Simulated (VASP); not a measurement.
# Co (Fm-3m) in VASP: further runs

The runs below take Co through single point, with PBE.

Program: VASP 6.6.1. These are calculated values, not measurements. Logs are shortened: lines on timing, memory, paths and dates and some standing lists are left out, and cuts for length are marked.

## 1. The cell of the first run

The structure is cubic, space group Fm-3m (No. 225). The conventional cell has a = 3.628 Å, b = 3.628 Å, c = 3.628 Å, α = 90.00°, β = 90.00°, γ = 90.00°. Within 3.4 Å of Co (site symmetry m-3m) lie 12 Co at 2.57 Å.

This isn't the form of Co at room conditions, which is hcp.

## 2. Single point, PBE

Input file INCAR:

```
PREC = Accurate
ENCUT = 600
EDIFF = 1E-6
ISMEAR = -1
SIGMA = 0.05
LREAL = False
LASPH = True
NELM = 120
ALGO = Normal
ISIF = 2
LWAVE = False
LCHARG = True
GGA = PE
LELF = True
LVHAR = True
NBANDS = 16
GGA_COMPAT = False
```

Input file KPOINTS:

```
regular mesh
0
Gamma
  11 11 11
```

Input file POSCAR:

```
Co
1.0
    3.6280000000      1.8140000000      1.8140000000
    1.8140000000      3.6280000000      1.8140000000
    1.8140000000      1.8140000000      3.6280000000
Co
2
Direct
    0.0000000000      0.0000000000      0.0000000000
    0.5000000000      0.5000000000      0.5000000000
```

Potentials or basis: VASP PAW PBE potentials, release 64 (Co).

The run is started by

```sh
> cat potpaw_PBE.64/Co/POTCAR > POTCAR
> mpirun -np 1 vasp_std > vasp.out
```

OUTCAR:

```text
PREC = Accurate
   ENCUT = 600
   EDIFF = 1E-6
   ISMEAR = -1
   LREAL = False
   LASPH = True
   NELM = 120
   ISIF = 2
   GGA = PE

 ion  position               nearest neighbor table
   1  0.000  0.000  0.000-   2 2.57   2 2.57   2 2.57   2 2.57   2 2.57   2 2.57
   2  0.500  0.500  0.500-   1 2.57   1 2.57   1 2.57   1 2.57   1 2.57   1 2.57

  LATTYP: Found a trigonal (rhomboedric) cell.
 ALAT       =     4.4433743934
 COS(alpha) =     0.8333333333

  Lattice vectors:

 A1 = (   3.6280000000,   1.8140000000,   1.8140000000)
 A2 = (   1.8140000000,   3.6280000000,   1.8140000000)
 A3 = (   1.8140000000,   1.8140000000,   3.6280000000)

Analysis of symmetry for initial positions (statically):
=====================================================================
 Subroutine PRICEL returns following result:

  LATTYP: Found a face centered cubic cell.
 ALAT       =     3.6280000000

  Lattice vectors:

 A1 = (   0.0000000000,  -1.8140000000,   1.8140000000)
 A2 = (  -1.8140000000,   0.0000000000,   1.8140000000)
 A3 = (  -1.8140000000,  -1.8140000000,   0.0000000000)

   2 primitive cells build up your supercell.

 Routine SETGRP: Setting up the symmetry group for a
 trigonal (rhombohedral) supercell.

 Subroutine GETGRP returns: Found 12 space group operations
 (whereof 12 operations were pure point group operations)
 out of a pool of 12 trial point group operations.

The static configuration has the point symmetry D_3d.

Analysis of symmetry for dynamics (positions and initial velocities):
=====================================================================
 Subroutine PRICEL returns following result:

  LATTYP: Found a face centered cubic cell.
 ALAT       =     3.6280000000

  Lattice vectors:

 A1 = (   0.0000000000,  -1.8140000000,   1.8140000000)
 A2 = (  -1.8140000000,   0.0000000000,   1.8140000000)
 A3 = (  -1.8140000000,  -1.8140000000,   0.0000000000)

   2 primitive cells build up your supercell.

 Routine SETGRP: Setting up the symmetry group for a
 trigonal (rhombohedral) supercell.

 Subroutine GETGRP returns: Found 12 space group operations
 (whereof 12 operations were pure point group operations)
 out of a pool of 12 trial point group operations.

The dynamic configuration has the point symmetry D_3d.

 Subroutine INISYM returns: Found 12 space group operations
 (whereof 12 operations are pure point group operations),
 and found     2 'primitive' translations

----------------------------------------------------------------------------------------

                                     Primitive cell

  volume of cell :      11.9383

  direct lattice vectors                    reciprocal lattice vectors
     0.000000000 -1.814000000  1.814000000     0.275633958 -0.275633958  0.275633958
    -1.814000000  0.000000000  1.814000000    -0.275633958  0.275633958  0.275633958
    -1.814000000 -1.814000000  0.000000000    -0.275633958 -0.275633958 -0.275633958

  length of vectors
     2.565383402  2.565383402  2.565383402     0.477412020  0.477412020  0.477412020

  position of ions in fractional coordinates (direct lattice)
     0.000000000  0.000000000  0.000000000

  ion indices of the primitive-cell ions
   primitive index   ion index
                 1           1

----------------------------------------------------------------------------------------

 KPOINTS: regular mesh

Automatic generation of k-mesh.
 Grid dimensions read from file:
 generate k-points for:   11   11   11

 Generating k-lattice:

  Cartesian coordinates                     Fractional coordinates (reciprocal lattice)
     0.037586449 -0.012528816 -0.012528816     0.090909091 -0.000000000 -0.000000000
    -0.012528816  0.037586449 -0.012528816    -0.000000000  0.090909091 -0.000000000
    -0.012528816 -0.012528816  0.037586449     0.000000000  0.000000000  0.090909091

  Length of vectors
     0.041553383  0.041553383  0.041553383

  Shift w.r.t. Gamma in fractional coordinates (k-lattice)
     0.000000000  0.000000000  0.000000000

 Subroutine IBZKPT returns following result:
 ===========================================

 Found    146 irreducible k-points:

 Following reciprocal coordinates:
            Coordinates               Weight
  0.000000  0.000000  0.000000      1.000000
  0.090909  0.000000  0.000000      6.000000
  0.181818 -0.000000 -0.000000      6.000000
  0.272727  0.000000  0.000000      6.000000
  0.363636  0.000000 -0.000000      6.000000
  0.454545 -0.000000  0.000000      6.000000
[... 16 lines left out ...]
 -0.272727  0.181818 -0.000000     12.000000
 -0.181818  0.181818  0.000000      6.000000
 [... further k-points ...]
   k-points           NKPTS =    146   k-points in BZ     NKDIM =    146   number of bands    NBANDS=     16
   number of dos      NEDOS =    301   number of ions     NIONS =      2
   total plane-waves  NPLWV =  46656
   dimension x,y,z NGX =    36 NGY =   36 NGZ =   36
   dimension x,y,z NGXF=    72 NGYF=   72 NGZF=   72
   ions per type =               2
   NGX,Y,Z   is equivalent  to a cutoff of  13.47, 13.47, 13.47 a.u.
   NGXF,Y,Z  is equivalent  to a cutoff of  26.94, 26.94, 26.94 a.u.
 SYSTEM =  unknown system
   PREC   = accura    normal or accurate (medium, high low for compatibility)
   ISTART =      0    job   : 0-new  1-cont  2-samecut
   ICHARG =      2    charge: 1-file 2-atom 10-const
   ISPIN  =      1    spin polarized calculation?
   LNONCOLLINEAR =      F non collinear calculations
   LSORBIT =      F    spin-orbit coupling
   LASPH  =      T    aspherical Exc in radial PAW
   ENCUT  =  600.0 eV  44.10 Ry    6.64 a.u.   8.87  8.87  8.87*2*pi/ulx,y,z
   NELM   =    120;   NELMIN=  2; NELMDL= -5     # of ELM steps
   EDIFF  = 0.1E-05   stopping-criterion for ELM
   LREAL  =      F    real-space projection
   EDIFFG = 0.1E-04   stopping-criterion for IOM
   NSW    =      0    number of steps for IOM
   IBRION =     -1    ionic relax: 0-MD 1-quasi-New 2-CG
   NFREE  =      0    steps in history (QN), initial steepest desc. (CG)
   ISIF   =      2    stress and relaxation
   ISYM   =      2    0-nonsym 1-usesym 2-fastsym
   POTIM  = 0.5000    time-step for ionic-motion
   TEBEG  =    0.0;   TEEND  =   0.0 temperature during run
   PSTRESS=    0.0 pullay stress
   NELECT =      18.0000    total number of electrons
   NUPDOWN=      -1.0000    fix difference up-down
   EMIN   =  10.00;   EMAX   =-10.00  energy-range for DOS
   EFERMI =   0.00;   METHOD = LEGACY
   ISMEAR =    -1;   SIGMA  =   0.05  broadening in eV -4-tet -1-fermi 0-gaus
   EFERMI_NEDOS =   21; number of points for ismear=-14 and -15
   IALGO  =     38    algorithm
   IMIX   =      4    mixing-type and parameters
     AMIX     =   0.40;   BMIX     =  1.00
     AMIX_MAG =   1.60;   BMIX_MAG =  1.00
  volume/ion in A,a.u.               =      11.94        80.56
  Fermi-wavevector in a.u.,A,eV,Ry     =   1.489962  2.815619 30.204734  2.219985
  Thomas-Fermi vector in A             =   2.602804
   LORBIT       =      0    0 simple, 1 ext, 2 COOP (PROOUT), +10 PAW based schemes
   GGA     = PE    functional components
   LHFCALC =     F    Hartree Fock is set to
   AEXX    =    0.0000 exact exchange contribution
   IVDW    =     0    specifies the selected vdW correction
   LEPSILON=     F    determine dielectric tensor
   LRPA    =     F    only Hartree local field effects (RPA)
 non-spin polarized calculation
  energy-cutoff  :      600.00
  volume of cell :       23.88
 maximum number of plane-waves:       814
   NGX = 17   NGY = 17   NGZ = 17

 number of electron      18.0000000 magnetization

 Free energy of the ion-electron system (eV)
  ---------------------------------------------------
  ext. energy  EPLUGINS =         0.00000000
  ---------------------------------------------------
  free energy    TOTEN  =       -13.37540375 eV

  energy without entropy =      -13.32602219  energy(sigma->0) =      -13.35071297

 E-fermi :   8.7369     XC(G=0): -12.8675

 val. band max:        8.7364700603   @ k =  -0.4545   0.4545   0.1818
 cond. band min:       8.7369613016   @ k =  -0.3636  -0.3636   0.2727
 fundamental gap:      0.0004912413
 Fermi energy:         8.7368790685

 k-point     1 :       0.0000    0.0000    0.0000
  band No.  band energies     occupation
      1       0.5901      2.00000
      2       4.6964      2.00000
      3       7.1448      2.00000
      4       7.1448      2.00000
      5       7.1898      2.00000
      6       7.1905      2.00000
[... 8 lines left out ...]
     15      31.0906      0.00000
     16      32.3921      0.00000

 k-point     2 :       0.0909    0.0000    0.0000
  band No.  band energies     occupation
      1       0.8698      2.00000
      2       4.8735      2.00000
      3       6.9988      2.00000
      4       7.0952      2.00000
      5       7.2608      2.00000
      6       7.2625      2.00000
[... 8 lines left out ...]
     15      30.4046      0.00000
     16      30.9047      0.00000

 k-point     3 :       0.1818   -0.0000   -0.0000
  band No.  band energies     occupation
      1       1.6793      2.00000
      2       5.3350      2.00000
      3       6.6019      2.00000
      4       6.8473      2.00000
      5       7.1961      2.00000
      6       7.4379      2.00000
[... 8 lines left out ...]
     15      27.6663      0.00000
     16      29.1464      0.00000

 k-point     4 :       0.2727    0.0000    0.0000
  band No.  band energies     occupation
      1       2.9060      2.00000
      2       5.8072      2.00000
      3       6.1892      2.00000
      4       6.5437      2.00000
      5       6.8989      2.00000
      6       7.4059      2.00000
[... 8 lines left out ...]
     15      24.3132      0.00000
     16      27.6158      0.00000
[... 324 lines left out ...]
 k-point    22 :      -0.3636    0.1818    0.0000
  band No.  band energies     occupation
      1       5.5577      2.00000
      2       5.6976      2.00000
      3       6.1478      2.00000
      4       6.4329      2.00000
      5       6.6622      2.00000
      6       6.8037      2.00000
[... 8 lines left out ...]
     15      20.1880      0.00000
     16      20.9486      0.00000

 k-point    23 :      -0.2727    0.1818   -0.0000
  band No.  band energies     occupation
      1       4.7215      2.00000
      2       5.7328      2.00000
      3       6.2669      2.00000
      4       6.4779      2.00000
      5       6.7058      2.00000
      6       6.9308      2.00000
[... 8 lines left out ...]
     15      20.7861      0.00000
     16      20.7886      0.00000

 k-point    24 :      -0.1818    0.1818    0.0000
  band No.  band energies     occupation
      1       3.5017      2.00000
      2       5.9122      2.00000
      3       6.1623      2.00000
      4       6.5690      2.00000
      5       6.6633      2.00000
      6       7.2447      2.00000
[... 8 lines left out ...]
     15      21.8291      0.00000
     16      23.6798      0.00000

 [... further k-points ...]
[... 5 lines left out ...]
  --------------------------------------------------------------------------------------
  -------------------------------------------------------------------------------------
  Total       -3.9276853     -3.9276853     -3.9276853     -0.0137569     -0.0137569     -0.0137569
  in kB     -263.5575307   -263.5575307   -263.5575307     -0.9231200     -0.9231200     -0.9231200
  external PRESSURE =    -263.5575307 kB  Pullay stress =       0.0000000 kB

 VOLUME and BASIS-vectors are now :
 -----------------------------------------------------------------------------
  energy-cutoff  :      600.00
  volume of cell :       23.88
      direct lattice vectors                 reciprocal lattice vectors
     3.628000000  1.814000000  1.814000000     0.413450937 -0.137816979 -0.137816979
     1.814000000  3.628000000  1.814000000    -0.137816979  0.413450937 -0.137816979
     1.814000000  1.814000000  3.628000000    -0.137816979 -0.137816979  0.413450937

 POSITION                                       TOTAL-FORCE (eV/Angst)
 -----------------------------------------------------------------------------------
      0.00000      0.00000      0.00000        -0.000000     -0.000000      0.000000
      3.62800      3.62800      3.62800         0.000000      0.000000     -0.000000
 -----------------------------------------------------------------------------------
    total drift:                                0.000000      0.000000      0.000000

  FREE ENERGIE OF THE ION-ELECTRON SYSTEM (eV)
  ---------------------------------------------------
  free  energy   TOTEN  =       -13.3754037490 eV

  energy  without entropy=      -13.3260221922  energy(sigma->0) =      -13.35071297
```

It took 2.5 min on 1 thread of Intel Xeon Platinum 8375C at 2.90GHz (Ice Lake), shared host; peak memory 0.22 GiB.

Results:

* Free energy: -13.3754 eV
* Pressure: -26.4 GPa
* Band gap on the k mesh: zero (bands 9 and 10 overlap by 0.98 eV)

Caveat: the cell stands under tension; the run has no spin polarisation, though such a crystal can be magnetic. Spin polarisation is off, so any magnetic state and its effect on volume and gap are missing.

## 3. Single point, PBE, collinear spin, ferromagnetic start

Input file INCAR:

```
SYSTEM = Co
ALGO = Normal
EDIFF = 1E-6
ENCUT = 600
GGA = PE
GGA_COMPAT = .FALSE.
ISIF = 2
ISMEAR = -1
ISPIN = 2
LASPH = .TRUE.
LCHARG = .FALSE.
LMAXMIX = 4
LORBIT = 11
LREAL = .FALSE.
LWAVE = .FALSE.
MAGMOM = 3 3
NBANDS = 20
NELM = 200
PREC = Accurate
SIGMA = 0.05
```

Input file KPOINTS:

```
k-points
0
G
  11 11 11
  0 0 0
```

POSCAR is that of step 2.

Potentials or basis: VASP PAW PBE potentials, release 64 (Co).

The run is started by

```sh
> cat potpaw_PBE.64/Co/POTCAR > POTCAR
> mpirun -np 1 vasp_std > vasp.out
```

Wall time 7 min (1 thread of Intel Xeon Platinum 8375C at 2.90GHz (Ice Lake), shared host); peak memory 0.31 GiB.

The run converged. Its results:

```yaml
Free_energy: -13.9275 eV
Pressure: -15.9 GPa
Net_moment: 3.38 μB per cell
Site_moments: Co +1.73 μB
Valence_electrons_inside_the_program's_atomic_spheres: Co 8.10
```

Levels at points of the mesh, in eV from the Fermi level:
Spin up:
| k point | band 7 | band 8 | band 9 | band 10 | band 11 | band 12 | band 13 | band 14 | band 15 | band 16 |
| --- | --- | --- | --- | --- | --- | --- | --- | --- | --- | --- |
| (0.00, 0.00, 0.00) | -2.62 | -1.77 | -1.77 | -0.97 | -0.97 | -0.24 | 5.29 | 20.81 | 22.20 | 23.17 |
Spin down:
```csv
k point,band 5,band 6,band 7,band 8,band 9,band 10
"(0.00, 0.00, 0.00)",-1.01,-1.00,-1.00,-0.31,0.29,0.29
```

Caveat: the cell stands under tension.

## 4. Single point, PBE, collinear spin, ferromagnetic start

Input file INCAR:

```
ALGO = Normal
EDIFF = 1E-6
ENCUT = 600
GGA = PE
GGA_COMPAT = F
ISIF = 2
ISMEAR = -1
ISPIN = 2
LASPH = T
LCHARG = F
LMAXMIX = 4
LORBIT = 11
LREAL = F
LWAVE = F
MAGMOM = 1.97 1.97
NBANDS = 20
NELM = 200
PREC = Accurate
SIGMA = 0.05
```

Input file KPOINTS:

```
k-points
0
Gamma
  11 11 11
```

POSCAR is that of step 3.

Potentials or basis: VASP PAW PBE potentials, release 64 (Co).

The run is started by

```sh
> cat potpaw_PBE.64/Co/POTCAR > POTCAR
> mpirun -np 1 vasp_std > vasp.out
```

OUTCAR:

```text
EDIFF = 1E-6
   ENCUT = 600
   GGA = PE
   ISIF = 2
   ISMEAR = -1
   ISPIN = 2
   LASPH = T
   LORBIT = 11
   LREAL = F
   NELM = 200
   PREC = Accurate

 ion  position               nearest neighbor table
   1  0.000  0.000  0.000-   2 2.57   2 2.57   2 2.57   2 2.57   2 2.57   2 2.57
   2  0.500  0.500  0.500-   1 2.57   1 2.57   1 2.57   1 2.57   1 2.57   1 2.57

  LATTYP: Found a trigonal (rhomboedric) cell.
 ALAT       =     4.4433743934
 COS(alpha) =     0.8333333333

  Lattice vectors:

 A1 = (   3.6280000000,   1.8140000000,   1.8140000000)
 A2 = (   1.8140000000,   3.6280000000,   1.8140000000)
 A3 = (   1.8140000000,   1.8140000000,   3.6280000000)

Analysis of symmetry for initial positions (statically):
=====================================================================
 Subroutine PRICEL returns following result:

  LATTYP: Found a face centered cubic cell.
 ALAT       =     3.6280000000
[... 12 lines left out ...]
 Subroutine GETGRP returns: Found 12 space group operations
 (whereof 12 operations were pure point group operations)
 out of a pool of 12 trial point group operations.

[... 758 lines left out ...]
 k-point     1 :       0.0000    0.0000    0.0000
  band No.  band energies     occupation
      1       0.5994      1.00000
      2       5.2008      1.00000
      3       8.0791      1.00000
      4       8.0791      1.00000
      5       8.0816      1.00000
      6       8.0929      1.00000
[... 541 lines left out ...]
     19      34.7457      0.00000
     20      35.3635      0.00000

 [... further k-points ...]
[... 5 lines left out ...]
  --------------------------------------------------------------------------------------
  -------------------------------------------------------------------------------------
  Total       -2.3807916     -2.3807916     -2.3807916     -0.0036482     -0.0036482     -0.0036482
  in kB     -159.7570820   -159.7570820   -159.7570820     -0.2448063     -0.2448063     -0.2448063
  external PRESSURE =    -159.7570820 kB  Pullay stress =       0.0000000 kB

 VOLUME and BASIS-vectors are now :
 -----------------------------------------------------------------------------
  energy-cutoff  :      600.00
  volume of cell :       23.88
      direct lattice vectors                 reciprocal lattice vectors
     3.628000000  1.814000000  1.814000000     0.413450937 -0.137816979 -0.137816979
     1.814000000  3.628000000  1.814000000    -0.137816979  0.413450937 -0.137816979
     1.814000000  1.814000000  3.628000000    -0.137816979 -0.137816979  0.413450937

 POSITION                                       TOTAL-FORCE (eV/Angst)
 -----------------------------------------------------------------------------------
      0.00000      0.00000      0.00000        -0.000000      0.000000     -0.000000
      3.62800      3.62800      3.62800         0.000000     -0.000000      0.000000
 -----------------------------------------------------------------------------------
    total drift:                                0.000000      0.000000      0.000000

  FREE ENERGIE OF THE ION-ELECTRON SYSTEM (eV)
  ---------------------------------------------------
  free  energy   TOTEN  =       -13.9274935986 eV

  energy  without entropy=      -13.9023909651  energy(sigma->0) =      -13.91494228

 total charge

# of ion       s       p       d       tot
------------------------------------------
    1        0.452   0.447   7.202   8.101
    2        0.452   0.447   7.202   8.101
--------------------------------------------------
tot          0.904   0.894  14.404  16.202

 magnetization (x)

# of ion       s       p       d       tot
------------------------------------------
    1       -0.012  -0.046   1.783   1.725
    2       -0.012  -0.046   1.783   1.725
--------------------------------------------------
tot         -0.023  -0.092   3.566   3.451
```

stdout:

```text
POSCAR found type information on POSCAR Co
 POSCAR found :  1 types and       2 ions
 scaLAPACK will be used
 LDA part: xc-table for (Slater+PW92), standard interpolation
 POSCAR, INCAR and KPOINTS ok, starting setup
 FFT: planning ... GRIDC
 FFT: planning ... GRID_SOFT
 FFT: planning ... GRID
 WAVECAR not read
 entering main loop
```

Wall time 6.4 min (1 thread of Intel Xeon Platinum 8375C at 2.90GHz (Ice Lake), shared host); peak memory 0.31 GiB.

What came out:

| Quantity | Value |
| --- | --- |
| Free energy | -13.9275 eV |
| Pressure | -16.0 GPa |
| Net moment | 3.38 μB per cell |
| Site moments | Co +1.73 μB |
| Valence electrons inside the program's atomic spheres | Co 8.10 |

Caveat: the cell stands under tension.

(Continued in part 2 of 2.)
